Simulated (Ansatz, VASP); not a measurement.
# One calculation of RbCaH3, two programs

Contents of INCAR:

```
  ALGO = Normal
  EDIFF = 1E-7
  ENCUT = 520
  ISIF = 2
  ISMEAR = 0
  LASPH = True
  LCHARG = False
  LREAL = False
  LWAVE = False
  NBANDS = 19
  NELM = 60
  PREC = Accurate
  SIGMA = 0.05
```

KPOINTS

```
k-points
0
Gamma
  6 6 6
```

The input POSCAR:

```
RbCaH3
1.0
    4.6091238099      0.5541761766      0.5541761766
    0.5541761766      4.6091238099      0.5541761766
    0.5541761766      0.5541761766      4.6091238099
Rb Ca H
1 1 3
Direct
    0.0000000000      0.0000000000      0.0000000000
    0.5000000000      0.5000000000      0.5000000000
    0.0000000000      0.5000000000      0.5000000000
    0.5000000000      0.0000000000      0.5000000000
    0.5000000000      0.5000000000      0.0000000000
```

Input for Ansatz:

```yaml
crystal:
  lattice:
    - [4.6091238099, 0.5541761766, 0.5541761766]
    - [0.5541761766, 4.6091238099, 0.5541761766]
    - [0.5541761766, 0.5541761766, 4.6091238099]
  atoms:
    - { symbol: Rb, position: [0.0, 0.0, 0.0] }
    - { symbol: Ca, position: [0.5, 0.5, 0.5] }
    - { symbol: H, position: [0.0, 0.5, 0.5] }
    - { symbol: H, position: [0.5, 0.0, 0.5] }
    - { symbol: H, position: [0.5, 0.5, 0.0] }
basis:
  ecutwfc: 420
kpoints:
  mp_grid: { grid: [6, 6, 6] }
hamiltonian:
  xc: lda
scf:
  occupations: { method: gaussian, width: 0.05 }
output:
  forces: true
  stress: true
  eigenvalues: true
```

Alike in both runs: task single point; functional LDA; k mesh 6 × 6 × 6; occupations gaussian, width 0.05 eV; no spin polarisation.

```csv
,VASP,Ansatz
version,VASP 6.6.1,Ansatz 0.2.0
potentials or method,"VASP PAW LDA potentials, release 64 (Rb_sv, Ca_sv, H), cutoff 520 eV","scalar-relativistic, plane waves, PAW"
valence electrons in the cell,22,22
```

|  | VASP | Ansatz | Ansatz less VASP |
| --- | --- | --- | --- |
| gap on the k mesh at the Fermi level (eV) | 2.05 | 2.06 | +0.010 |
| least direct gap on the mesh (eV) | 2.05 | 2.06 | +0.010 |
| pressure (GPa) | -2.1 | -2.1 | -0.03 |
| traceless stress, the component that is largest in VASP (GPa) | -3.59 | -3.60 | -0.002 |

LDA's correlation is that of Perdew and Zunger in VASP and of Perdew and Wang (1992) in Ansatz.
